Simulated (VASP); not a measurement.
A run of VASP 6.6.1:

Contents of INCAR:

```
SYSTEM = PrScO
  PREC = Accurate
  ENCUT = 600
  EDIFF = 1E-6
  ISMEAR = 0
  SIGMA = 0.2
  LREAL = .False.
  LASPH = .True.
  NELM = 200
  ALGO = Normal
  ISIF = 2
  LWAVE = .False.
  LCHARG = .False.
  GGA = PE
  NBANDS = 21
  GGA_COMPAT = .False.
  LMAXMIX = 6
```

Contents of KPOINTS:

```
regular mesh
0
Gamma
  5 5 5
  0 0 0
```

POSCAR

```
PrScO
1.0
    5.8337162987      0.0000000000      0.0000000000
   -2.9168581493      5.0521465131      0.0000000000
    0.0000000000      0.0000000000      4.4638628062
Pr Sc O
1 1 1
Direct
    0.0000000000      0.0000000000      0.0000000000
    0.6666666667      0.3333333333      0.0000000000
    0.0000000000      0.0000000000      0.5000000000
```

Potentials or basis: VASP PAW PBE potentials, release 64 (Pr_3, Sc_sv, O), 4f in core.

Command:

```console
$ cat potpaw_PBE.64/Pr_3/POTCAR potpaw_PBE.64/Sc_sv/POTCAR potpaw_PBE.64/O/POTCAR > POTCAR
$ mpirun -np 1 vasp_std > vasp.out
```

Hardware: 1 thread of Intel(R) Xeon(R) Platinum 8488C (Sapphire Rapids), on a shared host.

Question: How long does it take, and how much memory?

Answer: It took 56 s on 1 thread of Intel(R) Xeon(R) Platinum 8488C (Sapphire Rapids) (shared host), peak memory 0.3 GiB. Counts: scf iterations 16, k points 15.
